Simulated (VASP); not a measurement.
# SnO (Pm) in VASP: a series of runs, part 2 of 2

VASP 6.6.1. Earlier steps stand in the parts before.

## 3. Single point, PBEsol (the part above a cut slid along it)

File INCAR:

```
SYSTEM = SnO
PREC     = Accurate       ! precision mode
ENCUT    = 520            ! plane-wave cutoff, eV
EDIFF    = 1E-6           ! SCF threshold, eV
ISMEAR   = 0              ! smearing method
SIGMA    = 0.05           ! smearing width, eV
LREAL    = .FALSE.        ! projectors in reciprocal space
LASPH    = .TRUE.         ! aspherical terms in the spheres
NELM     = 60             ! most SCF steps
ALGO     = Normal         ! electronic algorithm
ISIF     = 2              ! what is computed and relaxed
LWAVE    = .FALSE.        ! write WAVECAR
LCHARG   = .FALSE.        ! write CHGCAR
GGA      = PS             ! functional
NBANDS   = 50             ! bands
```

File KPOINTS:

```
Automatic mesh
0
G
  7 8 3
  0 0 0
```

File POSCAR:

```
SnO
1.0
    0.0000000000      0.0000000000     -3.8941645687
   -3.3156086772      0.0000000000      0.0000000000
    0.0000000000     11.4100010796     -1.1682493706
Sn O
4 4
Direct
    0.2137575197      0.0000000000      0.8668940608
    0.3637575197      0.0000000000      0.3668940608
    0.9338939561      0.5000000000      0.1331059392
    0.7838939561      0.5000000000      0.6331059392
    0.2183697676      0.0000000000      0.1926783149
    0.0683697676      0.0000000000      0.6926783149
    0.5339767566      0.5000000000      0.8073216851
    0.6839767566      0.5000000000      0.3073216851
```

Potentials or basis: VASP PAW PBE potentials, release 64 (Sn_d, O).

On the command line:

```console
$ cat potpaw_PBE.64/Sn_d/POTCAR potpaw_PBE.64/O/POTCAR > POTCAR
$ mpirun -np 1 vasp_std > vasp.out
```

OUTCAR:

```text
SYSTEM = SnO
   PREC = Accurate
   ENCUT = 520
   EDIFF = 1E-6
   ISMEAR = 0
   LREAL = .FALSE.
   LASPH = .TRUE.
   NELM = 60
   ISIF = 2
   GGA = PS

 ion  position               nearest neighbor table
   1  0.214  0.000  0.867-   6 2.13   7 2.14   7 2.14   3 3.55   3 3.55   4 3.70   4 3.70   4 3.70
                             4 3.70
   2  0.364  0.000  0.367-   5 2.13   8 2.14   8 2.14   3 3.70   3 3.70   3 3.70   3 3.70
   3  0.934  0.500  0.133-   8 2.13   5 2.14   5 2.14   1 3.55   1 3.55   2 3.70   2 3.70   2 3.70
                             2 3.70
   4  0.784  0.500  0.633-   7 2.13   6 2.14   6 2.14   1 3.70   1 3.70   1 3.70   1 3.70
   5  0.218  0.000  0.193-   2 2.13   3 2.14   3 2.14
   6  0.068  0.000  0.693-   1 2.13   4 2.14   4 2.14
   7  0.534  0.500  0.807-   4 2.13   1 2.14   1 2.14
   8  0.684  0.500  0.307-   3 2.13   2 2.14   2 2.14

  LATTYP: Found a simple monoclinic cell.
 ALAT       =     3.8941645687
 B/A-ratio  =     0.8514300356
 C/A-ratio  =     2.9453435821
 COS(beta)  =    -0.1018556890

  Lattice vectors:

 A1 = (   0.0000000000,   0.0000000000,  -3.8941645687)
 A2 = (   3.3156086772,   0.0000000000,   0.0000000000)
 A3 = (   0.0000000000, -11.4100010796,   1.1682493706)

Analysis of symmetry for initial positions (statically):
=====================================================================
 Subroutine PRICEL returns:
 Original cell was already a primitive cell.

 Routine SETGRP: Setting up the symmetry group for a
 simple monoclinic supercell.

 Subroutine GETGRP returns: Found  2 space group operations
 (whereof  2 operations were pure point group operations)
 out of a pool of  4 trial point group operations.

The static configuration has the point symmetry C_1h.

Analysis of symmetry for dynamics (positions and initial velocities):
=====================================================================
 Subroutine PRICEL returns:
 Original cell was already a primitive cell.

 Routine SETGRP: Setting up the symmetry group for a
[... 143 lines left out ...]
   GGA     = PS    functional components
   LHFCALC =     F    Hartree Fock is set to
   AEXX    =    0.0000 exact exchange contribution
   IVDW    =     0    specifies the selected vdW correction
   LEPSILON=     F    determine dielectric tensor
   LRPA    =     F    only Hartree local field effects (RPA)
 non-spin polarized calculation
 Gauss-broadening in eV      SIGMA  =   0.05
  energy-cutoff  :      520.00
  volume of cell :      147.32
 maximum number of plane-waves:      3990
 NGX is ok and might be reduce to    30
   NGX = 15   NGY = 13   NGZ = 43

 number of electron      80.0000031 magnetization

 Free energy of the ion-electron system (eV)
  ---------------------------------------------------
  ext. energy  EPLUGINS =         0.00000000
  ---------------------------------------------------
  free energy    TOTEN  =       -47.52822284 eV

  energy without entropy =      -47.52822284  energy(sigma->0) =      -47.52822284

 E-fermi :   6.0011     XC(G=0): -10.2193

 val. band max:        5.7780940582   @ k =   0.0000   0.0000   0.0000
 cond. band min:       6.8553398314   @ k =   0.0000   0.3750   0.0000
 fundamental gap:      1.0772457733
 Fermi energy:         6.0010744971

 k-point     1 :       0.0000    0.0000    0.0000
  band No.  band energies     occupation
      1     -15.5820      2.00000
      2     -15.5261      2.00000
      3     -15.2246      2.00000
      4     -15.1671      2.00000
      5     -15.1368      2.00000
      6     -15.0933      2.00000
[... 1261 lines left out ...]
     49      12.9224      0.00000
     50      13.5027      0.00000

 [... further k-points ...]

------------------------ aborting loop because EDIFF is reached ----------------------------------------

  FORCE on cell =-STRESS in cart. coord.  units (eV):
  Direction    XX          YY          ZZ          XY          YZ          ZX
  --------------------------------------------------------------------------------------
  -------------------------------------------------------------------------------------
  Total        1.0451339      1.2050993      0.3456551      0.0000000      0.6519393      0.0000000
  in kB       11.3663037     13.1060003      3.7591560      0.0000000      7.0901344      0.0000000
  external PRESSURE =       9.4104867 kB  Pullay stress =       0.0000000 kB

 VOLUME and BASIS-vectors are now :
 -----------------------------------------------------------------------------
  energy-cutoff  :      520.00
  volume of cell :      147.32
      direct lattice vectors                 reciprocal lattice vectors
     0.000000000  0.000000000 -3.894164569     0.000000000 -0.026292723 -0.256794489
    -3.315608677  0.000000000  0.000000000    -0.301603747  0.000000000  0.000000000
     0.000000000 11.410001080 -1.168249371     0.000000000  0.087642411  0.000000000

 POSITION                                       TOTAL-FORCE (eV/Angst)
 -----------------------------------------------------------------------------------
      0.00000      9.89126     -1.84516         0.000000     -0.269791     -0.072287
      0.00000      4.18626     -1.84516         0.000000      0.069518      0.009736
     -1.65780      1.51874     -3.79224         0.000000      0.123792      0.253345
     -1.65780      7.22374     -3.79224         0.000000     -0.119039      0.036399
      0.00000      2.19846     -1.07546         0.000000     -0.060216     -0.049890
      0.00000      7.90346     -1.07546         0.000000      0.028842     -0.030901
     -1.65780      9.21154     -3.02255         0.000000      0.103102     -0.127243
     -1.65780      3.50654     -3.02255         0.000000      0.123793     -0.019158
 -----------------------------------------------------------------------------------
    total drift:                               -0.000000      0.000089      0.001296

  FREE ENERGIE OF THE ION-ELECTRON SYSTEM (eV)
  ---------------------------------------------------
  free  energy   TOTEN  =       -47.5282228449 eV

  energy  without entropy=      -47.5282228449  energy(sigma->0) =      -47.52822284
```

Run time: 9.3 min. Hardware: 1 thread of Oxide Virtual Turin-like, shared host; peak memory 0.41 GiB.

What came out:

```yaml
Free_energy: -47.5282 eV
Pressure: 0.9 GPa
Largest_force: 0.282 eV/Å
Band_gap_on_the_k_mesh: 1.08 eV (least direct gap 1.80 eV)
```

Forces on the atoms (eV/Å):
```
Sn   0.000 -0.270 -0.072
Sn   0.000  0.070  0.010
Sn   0.000  0.124  0.253
Sn   0.000 -0.119  0.036
O    0.000 -0.060 -0.050
O    0.000  0.029 -0.031
O    0.000  0.103 -0.127
O    0.000  0.124 -0.019
```

Stress tensor (GPa, compression positive):
```
1.14 0.00 0.00
0.00 1.31 0.71
0.00 0.71 0.38
```

Levels at points of the mesh, in eV from the valence-band top:
```csv
k point,band 38,band 39,band 40,band 41,band 42,band 43
"(0.00, 0.00, 0.00)",-2.00,-1.82,0.00,2.80,2.99,3.34
"(0.00, 0.50, 0.00)",-1.47,-1.29,-1.25,1.82,1.89,2.37
```

Caveat: the cell differs from its parent crystal (the part above a cut slid along it); the PAW data sets were made with another functional, which shifts forces and pressure a little; spin-orbit coupling is left out, which moves the levels of the heavy elements.
